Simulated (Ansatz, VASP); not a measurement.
ZnCu: VASP beside Ansatz

INCAR

```
PREC     = Accurate       # precision mode
ENCUT    = 600            # plane-wave cutoff, eV
EDIFF    = 1E-7           # SCF threshold, eV
ISMEAR   = 0              # smearing method
SIGMA    = 0.1            # smearing width, eV
LREAL    = False          # projectors in reciprocal space
LASPH    = True           # aspherical terms in the spheres
NELM     = 100            # most SCF steps
ALGO     = Fast           # electronic algorithm
ISIF     = 3              # what is computed and relaxed
LWAVE    = False          # write WAVECAR
LCHARG   = False          # write CHGCAR
GGA      = PE             # functional
IBRION   = 2              # ionic algorithm
NSW      = 90             # ionic steps
EDIFFG   = -0.04          # ionic threshold
```

File KPOINTS:

```
Automatic mesh
0
Gamma
  9 9 1
```

Contents of POSCAR:

```
ZnCu
1.0
    2.6458498692      0.0000000000      0.0000000000
   -1.3229249346      2.2913732013      0.0000000000
    0.0000000000      0.0000000000     18.1075709102
Zn Cu
4 4
Direct
    0.3333333333      0.6666666667      0.1741192234
    0.6666666667      0.3333333333      0.6741192234
    0.3333333333      0.6666666667      0.3258807766
    0.6666666667      0.3333333333      0.8258807766
    0.3333333333      0.6666666667      0.5566890197
    0.6666666667      0.3333333333      0.0566890197
    0.3333333333      0.6666666667      0.9433109803
    0.6666666667      0.3333333333      0.4433109803
```

Input for Ansatz:

```yaml
crystal:
  lattice:
    - [2.6458498692, 0.0, 0.0]
    - [-1.3229249346, 2.2913732013, 0.0]
    - [0.0, 0.0, 18.1075709102]
  atoms:
    - { symbol: Zn, position: [0.3333333333, 0.6666666667, 0.1741192234] }
    - { symbol: Zn, position: [0.6666666667, 0.3333333333, 0.6741192234] }
    - { symbol: Zn, position: [0.3333333333, 0.6666666667, 0.3258807766] }
    - { symbol: Zn, position: [0.6666666667, 0.3333333333, 0.8258807766] }
    - { symbol: Cu, position: [0.3333333333, 0.6666666667, 0.5566890197] }
    - { symbol: Cu, position: [0.6666666667, 0.3333333333, 0.0566890197] }
    - { symbol: Cu, position: [0.3333333333, 0.6666666667, 0.9433109803] }
    - { symbol: Cu, position: [0.6666666667, 0.3333333333, 0.4433109803] }
basis:
  ecutwfc: 420
kpoints:
  mp_grid: { grid: [9, 9, 1] }
hamiltonian:
  xc: pbe
scf:
  occupations: { method: gaussian, width: 0.1 }
  lower_state_search: "off"
output:
  forces: true
  stress: true
  eigenvalues: true
relax:
  adjacent_minimum: "off"
  f_tol: 0.04
  max_steps: 70
  cell: { stress_tol: 0.4 }
```

Alike in both runs: task relaxation of cell and atoms; functional PBE; k mesh 9 × 9 × 1; occupations gaussian, width 0.1 eV; no spin polarisation.

|  | VASP | Ansatz |
| --- | --- | --- |
| version | VASP 6.6.1 | Ansatz 0.2.0 |
| potentials or method | VASP PAW PBE potentials, release 64 (Zn, Cu), cutoff 600 eV | scalar-relativistic, plane waves, PAW |
| valence electrons in the cell | 92 | 124 |

```tsv
	VASP	Ansatz	Ansatz less VASP
gap on the k mesh at the Fermi level, each at its own relaxed structure (eV)	none	none	-
relaxed volume (Å³/atom)	13.76	13.70	-0.063
relaxed cell length with the largest relative difference (Å)	17.904	17.867	-0.0372
```

A gap of «none» marks a metal or a gap that the smearing closes. VASP's potentials hold 92 valence electrons a cell and Ansatz's 124, so a difference there can come from the potentials and not from the codes.
